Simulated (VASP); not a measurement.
# TaO (F-43m) in VASP: notebook

Runs on TaO. Level: r2SCAN. Tasks: single point, relaxation of cell and atoms.

All numbers are computed with VASP 6.6.1; they aren't measurements. Logs are shortened: lines on timing, memory, paths and dates and some standing lists are left out, and cuts for length are marked.

## (1) The cell of the first run

It takes space group F-43m (No. 216, cubic). Conventional cell: a = 4.657 Å, b = 4.657 Å, c = 4.657 Å, α = 90.00°, β = 90.00°, γ = 90.00°. Ta (site symmetry -43m) has 4 O at 2.02 Å within 2.7 Å. O (site symmetry -43m) has 4 Ta at 2.02 Å within 2.7 Å.

## (2) Single point, r2SCAN

File POSCAR:

```
TaO
1.0
    0.0000000000      2.3284493728      2.3284493728
    2.3284493728      0.0000000000      2.3284493728
    2.3284493728      2.3284493728      0.0000000000
Ta O
1 1
Direct
    0.0000000000      0.0000000000      0.0000000000
    0.2500000000      0.2500000000      0.2500000000
```

File INCAR.step1:

```
SYSTEM = TaO
ALGO = Normal
EDIFF = 1E-5
ENCUT = 660
GGA = PE
GGA_COMPAT = .FALSE.
ISMEAR = 0
LASPH = .TRUE.
LCHARG = .FALSE.
LREAL = .FALSE.
LWAVE = .TRUE.
NBANDS = 16
NELM = 120
PREC = Accurate
SIGMA = 0.1
```

File INCAR.step2:

```
SYSTEM = TaO
ALGO = Normal
EDIFF = 1E-6
ENCUT = 660
GGA_COMPAT = .FALSE.
ISIF = 2
ISMEAR = 0
ISTART = 1
LASPH = .TRUE.
LCHARG = .FALSE.
LMIXTAU = .TRUE.
LREAL = .FALSE.
LWAVE = .FALSE.
METAGGA = R2SCAN
NBANDS = 16
NELM = 120
PREC = Accurate
SIGMA = 0.1
```

File KPOINTS:

```
k-points
0
G
  6 6 6
  0 0 0
```

Potentials or basis: VASP PAW PBE potentials, release 64 (Ta_pv, O).

On the command line:

```bash
cat potpaw_PBE.64/Ta_pv/POTCAR potpaw_PBE.64/O/POTCAR > POTCAR
cp INCAR.step1 INCAR
mpirun -np 1 vasp_std > vasp.out
cp INCAR.step2 INCAR
mpirun -np 1 vasp_std > vasp.out
```

OUTCAR:

```text
SYSTEM = TaO
   EDIFF = 1E-6
   ENCUT = 660
   ISIF = 2
   ISMEAR = 0
   ISTART = 1
   LASPH = .TRUE.
   LREAL = .FALSE.
   METAGGA = R2SCAN
   NELM = 120
   PREC = Accurate

 ion  position               nearest neighbor table
   1  0.000  0.000  0.000-   2 2.02   2 2.02   2 2.02   2 2.02
   2  0.250  0.250  0.250-   1 2.02   1 2.02   1 2.02   1 2.02

  LATTYP: Found a face centered cubic cell.
 ALAT       =     4.6568987456

  Lattice vectors:

 A1 = (   0.0000000000,   2.3284493728,   2.3284493728)
 A2 = (   2.3284493728,   0.0000000000,   2.3284493728)
 A3 = (   2.3284493728,   2.3284493728,   0.0000000000)

Analysis of symmetry for initial positions (statically):
=====================================================================
 Subroutine PRICEL returns:
 Original cell was already a primitive cell.

 Routine SETGRP: Setting up the symmetry group for a
 face centered cubic supercell.

 Subroutine GETGRP returns: Found 24 space group operations
 (whereof 24 operations were pure point group operations)
 out of a pool of 48 trial point group operations.

The static configuration has the point symmetry T_d .

Analysis of symmetry for dynamics (positions and initial velocities):
=====================================================================
 Subroutine PRICEL returns:
 Original cell was already a primitive cell.

 Routine SETGRP: Setting up the symmetry group for a
 face centered cubic supercell.

 Subroutine GETGRP returns: Found 24 space group operations
 (whereof 24 operations were pure point group operations)
 out of a pool of 48 trial point group operations.

The dynamic configuration has the point symmetry T_d .

 Subroutine INISYM returns: Found 24 space group operations
 (whereof 24 operations are pure point group operations),
 and found     1 'primitive' translations

----------------------------------------------------------------------------------------

                                     Primitive cell

  volume of cell :      25.2482

  direct lattice vectors                    reciprocal lattice vectors
     0.000000000  2.328449373  2.328449373    -0.214735182  0.214735182  0.214735182
     2.328449373  0.000000000  2.328449373     0.214735182 -0.214735182  0.214735182
     2.328449373  2.328449373  0.000000000     0.214735182  0.214735182 -0.214735182

  length of vectors
     3.292924682  3.292924682  3.292924682     0.371932246  0.371932246  0.371932246

[... 70 lines left out ...]
   NELM   =    120;   NELMIN=  2; NELMDL=  0     # of ELM steps
   EDIFF  = 0.1E-05   stopping-criterion for ELM
   LREAL  =      F    real-space projection
   EDIFFG = 0.1E-04   stopping-criterion for IOM
   NSW    =      0    number of steps for IOM
   IBRION =     -1    ionic relax: 0-MD 1-quasi-New 2-CG
   NFREE  =      0    steps in history (QN), initial steepest desc. (CG)
   ISIF   =      2    stress and relaxation
   ISYM   =      2    0-nonsym 1-usesym 2-fastsym
   POTIM  = 0.5000    time-step for ionic-motion
   TEBEG  =    0.0;   TEEND  =   0.0 temperature during run
   PSTRESS=    0.0 pullay stress
   NELECT =      17.0000    total number of electrons
   NUPDOWN=      -1.0000    fix difference up-down
   EMIN   =  10.00;   EMAX   =-10.00  energy-range for DOS
   EFERMI =   0.00;   METHOD = LEGACY
   ISMEAR =     0;   SIGMA  =   0.10  broadening in eV -4-tet -1-fermi 0-gaus
   EFERMI_NEDOS =   21; number of points for ismear=-14 and -15
   IALGO  =     38    algorithm
   IMIX   =      4    mixing-type and parameters
     AMIX     =   0.40;   BMIX     =  1.00
     AMIX_MAG =   1.60;   BMIX_MAG =  1.00
  volume/ion in A,a.u.               =      12.62        85.19
  Fermi-wavevector in a.u.,A,eV,Ry     =   1.434876  2.711522 28.012611  2.058869
  Thomas-Fermi vector in A             =   2.554236
   LORBIT       =      0    0 simple, 1 ext, 2 COOP (PROOUT), +10 PAW based schemes
   METAGGA = R2SCAN    functional components
   LHFCALC =     F    Hartree Fock is set to
   AEXX    =    0.0000 exact exchange contribution
   IVDW    =     0    specifies the selected vdW correction
   LEPSILON=     F    determine dielectric tensor
   LRPA    =     F    only Hartree local field effects (RPA)
 non-spin polarized calculation
 Gauss-broadening in eV      SIGMA  =   0.10
  energy-cutoff  :      660.00
  volume of cell :       25.25
 maximum number of plane-waves:       982
   NGX = 13   NGY = 13   NGZ = 13

 number of electron      17.0000001 magnetization

 Free energy of the ion-electron system (eV)
  ---------------------------------------------------
  ext. energy  EPLUGINS =         0.00000000
  ---------------------------------------------------
  free energy    TOTEN  =       -56.88433037 eV

  energy without entropy =      -56.86699462  energy(sigma->0) =      -56.87566250

 E-fermi :   7.2811     XC(G=0): -13.1390

 val. band max:        7.2790062311   @ k =   0.5000   0.3333   0.0000
 cond. band min:       7.2940970283   @ k =   0.5000   0.5000   0.0000
 fundamental gap:      0.0150907973
 Fermi energy:         7.2810574268

 k-point     1 :       0.0000    0.0000    0.0000
  band No.  band energies     occupation
      1     -29.7656      2.00000
      2     -29.7656      2.00000
      3     -29.7656      2.00000
      4     -16.7574      2.00000
      5      -2.0762      2.00000
      6      -2.0762      2.00000
[... 281 lines left out ...]
      3     -29.9627      2.00000
      4     -15.6079      2.00000
      5      -2.3526      2.00000
      6      -0.9425      2.00000
[... 8 lines left out ...]
     15      17.3406      0.00000
     16      18.7918      0.00000

------------------------ aborting loop because EDIFF is reached ----------------------------------------

  FORCE on cell =-STRESS in cart. coord.  units (eV):
  Direction    XX          YY          ZZ          XY          YZ          ZX
  --------------------------------------------------------------------------------------
  -------------------------------------------------------------------------------------
  Total        3.1852352      3.1852352      3.1852352      0.0000000      0.0000000      0.0000000
  in kB      202.1257733    202.1257733    202.1257733      0.0000000      0.0000000      0.0000000
  external PRESSURE =     202.1257733 kB  Pullay stress =       0.0000000 kB

 VOLUME and BASIS-vectors are now :
 -----------------------------------------------------------------------------
  energy-cutoff  :      660.00
  volume of cell :       25.25
      direct lattice vectors                 reciprocal lattice vectors
     0.000000000  2.328449373  2.328449373    -0.214735182  0.214735182  0.214735182
     2.328449373  0.000000000  2.328449373     0.214735182 -0.214735182  0.214735182
     2.328449373  2.328449373  0.000000000     0.214735182  0.214735182 -0.214735182

 POSITION                                       TOTAL-FORCE (eV/Angst)
 -----------------------------------------------------------------------------------
      0.00000      0.00000      0.00000        -0.000000     -0.000000     -0.000000
      1.16422      1.16422      1.16422         0.000000      0.000000      0.000000
 -----------------------------------------------------------------------------------
    total drift:                                0.000000      0.000000      0.000000

  FREE ENERGIE OF THE ION-ELECTRON SYSTEM (eV)
  ---------------------------------------------------
  free  energy   TOTEN  =       -56.8843303670 eV

  energy  without entropy=      -56.8669946233  energy(sigma->0) =      -56.87566250
```

OUTCAR.step1:

```text
SYSTEM = TaO
   EDIFF = 1E-5
   ENCUT = 660
   GGA = PE
   ISMEAR = 0
   LASPH = .TRUE.
   LREAL = .FALSE.
[... 513 lines left out ...]
      0.00000      0.00000      0.00000        -0.000000      0.000000     -0.000000
      1.16422      1.16422      1.16422         0.000000     -0.000000      0.000000
 -----------------------------------------------------------------------------------
    total drift:                                0.000000      0.000000      0.000000

  FREE ENERGIE OF THE ION-ELECTRON SYSTEM (eV)
  ---------------------------------------------------
  free  energy   TOTEN  =       -18.8303803241 eV

  energy  without entropy=      -18.8156275851  energy(sigma->0) =      -18.82300395
```

OSZICAR.step1:

```text
N       E                     dE             d eps       ncg     rms          rms(c)
DAV:   1     0.128674241014E+03    0.12867E+03   -0.10471E+04   512   0.126E+03
DAV:   2    -0.176958480661E+02   -0.14637E+03   -0.13956E+03   640   0.335E+02
DAV:   3    -0.216343433622E+02   -0.39385E+01   -0.39239E+01   560   0.523E+01
DAV:   4    -0.216508290932E+02   -0.16486E-01   -0.16484E-01   712   0.382E+00
DAV:   5    -0.216509312073E+02   -0.10211E-03   -0.10211E-03   552   0.285E-01    0.240E+01
DAV:   6    -0.189868988813E+02    0.26640E+01   -0.70853E+00   584   0.299E+01    0.997E+00
DAV:   7    -0.188601586564E+02    0.12674E+00   -0.61126E-01   528   0.721E+00    0.745E+00
DAV:   8    -0.188375001811E+02    0.22658E-01   -0.12186E-01   608   0.363E+00    0.143E+00
DAV:   9    -0.188305593425E+02    0.69408E-02   -0.13908E-02   544   0.129E+00    0.467E-01
DAV:  10    -0.188304270228E+02    0.13232E-03   -0.12719E-03   648   0.336E-01    0.776E-02
DAV:  11    -0.188303877782E+02    0.39245E-04   -0.11269E-04   544   0.109E-01    0.408E-02
DAV:  12    -0.188303803241E+02    0.74541E-05   -0.13120E-05   440   0.325E-02
   1 F= -.18830380E+02 E0= -.18823004E+02  d E =-.147527E-01
```

Run time: 20 s. Hardware: 1 thread of Intel Xeon 6975P-C (Granite Rapids), shared host; peak memory 0.17 GiB.

Results:

```yaml
Free_energy: -56.8843 eV
Pressure: 20.2 GPa
Band_gap_on_the_k_mesh: zero (an odd number of electrons rules out a gap without spin polarisation)
```

Levels at points of the mesh, in eV from the Fermi level:
| k point | band 4 | band 5 | band 6 | band 7 | band 8 | band 9 | band 10 | band 11 | band 12 | band 13 |
| --- | --- | --- | --- | --- | --- | --- | --- | --- | --- | --- |
| (0.00, 0.00, 0.00) | -24.04 | -9.36 | -9.36 | -9.36 | -3.19 | 0.67 | 0.67 | 4.68 | 4.68 | 4.68 |
| (0.50, 0.00, 0.00) | -23.19 | -9.05 | -8.72 | -8.72 | -0.73 | 1.00 | 1.00 | 3.45 | 3.72 | 3.72 |
| (0.50, 0.50, 0.00) | -22.90 | -10.29 | -7.56 | -7.56 | -2.75 | 0.01 | 2.52 | 3.35 | 3.35 | 9.32 |

Caveat: the k points lie up to 0.39 Å⁻¹ apart, too coarse for converged energies and pressures of a metal; the PAW data sets were made with another functional, which shifts forces and pressure a little; spin-orbit coupling is left out, which moves the levels of the heavy elements; an odd number of electrons without spin polarisation forces a metal; a magnetic or distorted state may lie lower.

## (3) Single point, r2SCAN

This run uses another cell than the first one, of 13.06 Å³/atom.

File POSCAR:

```
TaO
1.0
    0.0000000000      2.3548828104      2.3548828104
    2.3548828104      0.0000000000      2.3548828104
    2.3548828104      2.3548828104      0.0000000000
Ta O
1 1
Direct
    0.0000000000      0.0000000000      0.0000000000
    0.2500000000      0.2500000000      0.2500000000
```

File INCAR.step1:

```
PREC     = Accurate       # precision mode
ENCUT    = 660            # plane-wave cutoff, eV
ISMEAR   = 0              # smearing method
SIGMA    = 0.1            # smearing width, eV
LREAL    = False          # projectors in reciprocal space
LASPH    = True           # aspherical terms in the spheres
NELM     = 120            # most SCF steps
NBANDS   = 16             # bands
GGA      = PE             # functional
ALGO     = Normal         # electronic algorithm
EDIFF    = 1E-5           # SCF threshold, eV
LWAVE    = True           # write WAVECAR
LCHARG   = False          # write CHGCAR
GGA_COMPAT= False
```

File INCAR.step2:

```
PREC     = Accurate       # precision mode
ENCUT    = 660            # plane-wave cutoff, eV
EDIFF    = 1E-6           # SCF threshold, eV
ISMEAR   = 0              # smearing method
SIGMA    = 0.1            # smearing width, eV
LREAL    = False          # projectors in reciprocal space
LASPH    = True           # aspherical terms in the spheres
NELM     = 120            # most SCF steps
ALGO     = Normal         # electronic algorithm
ISIF     = 2              # what is computed and relaxed
LWAVE    = False          # write WAVECAR
LCHARG   = True           # write CHGCAR
METAGGA  = R2SCAN         # meta-GGA
LMIXTAU  = True         
LELF     = True           # ELF
LVHAR    = True         
NBANDS   = 16             # bands
ISTART   = 1            
GGA_COMPAT= False
```

File KPOINTS:

```
Automatic mesh
0
Gamma
  6 6 6
```

Potentials or basis: VASP PAW PBE potentials, release 64 (Ta_pv, O).

On the command line:

```bash
cat potpaw_PBE.64/Ta_pv/POTCAR potpaw_PBE.64/O/POTCAR > POTCAR
cp INCAR.step1 INCAR
mpirun -np 1 vasp_std > vasp.out
cp INCAR.step2 INCAR
mpirun -np 1 vasp_std > vasp.out
```

It took 21 s on 1 thread of Intel Xeon 6975P-C (Granite Rapids), shared host; peak memory 0.17 GiB.

It converged, with:

| Property | Result |
| --- | --- |
| Free energy | -56.9677 eV |
| Pressure | 10.1 GPa |
| Band gap on the k mesh | zero (an odd number of electrons rules out a gap without spin polarisation) |

Levels at points of the mesh, in eV from the Fermi level:
```
           k point  band 5  band 6  band 7  band 8  band 9  band 10  band 11  band 12
(0.00, 0.00, 0.00)   -9.08   -9.08   -9.08   -3.18    0.64     0.64     4.49     4.49
(0.50, 0.00, 0.00)   -8.87   -8.48   -8.48   -0.71    0.96     0.96     3.37     3.55
(0.50, 0.50, 0.00)   -9.99   -7.41   -7.41   -2.66    0.01     2.39     3.20     3.20
```

Caveat: the k points lie up to 0.39 Å⁻¹ apart, too coarse for converged energies and pressures of a metal; the PAW data sets were made with another functional, which shifts forces and pressure a little; spin-orbit coupling is left out, which moves the levels of the heavy elements; an odd number of electrons without spin polarisation forces a metal; a magnetic or distorted state may lie lower.

(Part 1 of 3 ends here.)
